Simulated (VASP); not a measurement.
Crystal: Te2Mo.

```xyz
6
Lattice="3.5182 0.0000 0.0000 -1.7591 3.0469 0.0000 0.0000 0.0000 13.9736" Properties=species:S:1:pos:R:3 pbc="T T T"
Te    0.0000    2.0312    8.6776
Te    1.7591    1.0156    1.6908
Te    0.0000    2.0312   12.2828
Te    1.7591    1.0156    5.2960
Mo    0.0000    2.0312    3.4934
Mo    1.7591    1.0156   10.4802
```

Base run:

| Item | Value |
| --- | --- |
| Program | VASP 6.6.1 |
| Functional | PBEsol |
| Potentials or basis | VASP PAW PBE potentials, release 64 (Te, Mo_sv) |
| Cutoff | 520 eV |
| k mesh | 7 × 7 × 2 |
| Occupations | fermi-dirac, width 0.1 eV |
| Spin | no spin polarisation |

Its results: band gap on the k mesh 0.81 eV (least direct gap 1.25 eV); pressure -1.0 GPa; largest force 0.060 eV/Å.

Problem. The run is repeated on the same cell with these changes: k mesh from 7 × 7 × 2 to 5 × 5 × 1. What comes out?

Solution. Band gap on the k mesh 0.68 eV (least direct gap 1.26 eV); pressure -0.8 GPa; largest force 0.100 eV/Å.

Caveats: some runs use coarse meshes; the PAW data sets were made with another functional, which shifts forces and pressure a little; spin-orbit coupling is left out, which moves the levels of the heavy elements; this functional lacks dispersion, which binds layers or chains, so the pressure and a relaxed spacing across them are unreliable; semilocal functionals underestimate gaps, and a narrow one can read as zero (at least some runs).

A k mesh can miss the band edges.
